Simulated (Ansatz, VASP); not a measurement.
This is a calculation of MnO2 for VASP 6.6.1.

The input INCAR:

```
  PREC = Accurate
  ENCUT = 520
  EDIFF = 1E-6
  ISMEAR = -1
  SIGMA = 0.05
  LREAL = F
  LASPH = T
  NELM = 60
  ALGO = Normal
  ISIF = 2
  LWAVE = F
  LCHARG = F
  GGA = PS
  NBANDS = 62
```

Contents of KPOINTS:

```
Automatic mesh
0
Gamma
  6 6 6
```

File POSCAR:

```
MnO2
1.0
    0.0000000000      4.0199925062      4.0199925062
    4.0199925062      0.0000000000      4.0199925062
    4.0199925062      4.0199925062      0.0000000000
Mn O
4 8
Direct
    0.1250000000      0.1250000000      0.1250000000
    0.1250000000      0.1250000000      0.6250000000
    0.6250000000      0.1250000000      0.1250000000
    0.1250000000      0.6250000000      0.1250000000
    0.3609537633      0.3609537633      0.3609537633
    0.3609537633      0.3609537633      0.9171387100
    0.9171387100      0.3609537633      0.3609537633
    0.3609537633      0.9171387100      0.3609537633
    0.8890462367      0.8890462367      0.3328612900
    0.8890462367      0.8890462367      0.8890462367
    0.8890462367      0.3328612900      0.8890462367
    0.3328612900      0.8890462367      0.8890462367
```

Potentials or basis: VASP PAW PBE potentials, release 64 (Mn_pv, O).

Command:

```sh
$ cat potpaw_PBE.64/Mn_pv/POTCAR potpaw_PBE.64/O/POTCAR > POTCAR
$ mpirun -np 1 vasp_std > vasp.out
```

Translate it to Ansatz 0.2.0. Potentials there: Ansatz PAW.

As run (the cutoff follows the program's own potentials):

File input.yaml:

```yaml
crystal:
  lattice:
    - [0.0, 4.0199925062, 4.0199925062]
    - [4.0199925062, 0.0, 4.0199925062]
    - [4.0199925062, 4.0199925062, 0.0]
  atoms:
    - { symbol: Mn, position: [0.125, 0.125, 0.125] }
    - { symbol: Mn, position: [0.125, 0.125, 0.625] }
    - { symbol: Mn, position: [0.625, 0.125, 0.125] }
    - { symbol: Mn, position: [0.125, 0.625, 0.125] }
    - { symbol: O, position: [0.3609537633, 0.3609537633, 0.3609537633] }
    - { symbol: O, position: [0.3609537633, 0.3609537633, 0.91713871] }
    - { symbol: O, position: [0.91713871, 0.3609537633, 0.3609537633] }
    - { symbol: O, position: [0.3609537633, 0.91713871, 0.3609537633] }
    - { symbol: O, position: [0.8890462367, 0.8890462367, 0.33286129] }
    - { symbol: O, position: [0.8890462367, 0.8890462367, 0.8890462367] }
    - { symbol: O, position: [0.8890462367, 0.33286129, 0.8890462367] }
    - { symbol: O, position: [0.33286129, 0.8890462367, 0.8890462367] }
hamiltonian:
  xc: pbesol
  pseudopotentials: { kind: paw }
kpoints:
  mp_grid: { grid: [6, 6, 6] }
scf:
  occupations: { method: fermi_dirac, width: 0.05 }
output:
  forces: true
  stress: true
  eigenvalues: true
```

Potentials or basis: Ansatz PAW.

Command:

```sh
$ ansatz run input.yaml --threads 4 --pin off --max-ram 11264MiB --backend cpu --events-out ev --progress --plain --runs-dir out
```

Both were run:

|  | VASP | Ansatz | Ansatz less VASP |
| --- | --- | --- | --- |
| gap on the k mesh at the Fermi level (eV) | none | none | - |
| pressure (GPa) | -11.3 | -12.3 | -0.93 |
| rms of the force components (eV/Å) | 0.377 | 0.412 | +0.0345 |

VASP's potentials were made for PBE, not for PBEsol. Atom by atom the forces differ by 0.034 eV/Å (rms over components). A gap of «none» marks a metal or a gap that the smearing closes. VASP's potentials hold 100 valence electrons a cell and Ansatz's 108, so a difference there can come from the potentials and not from the codes.
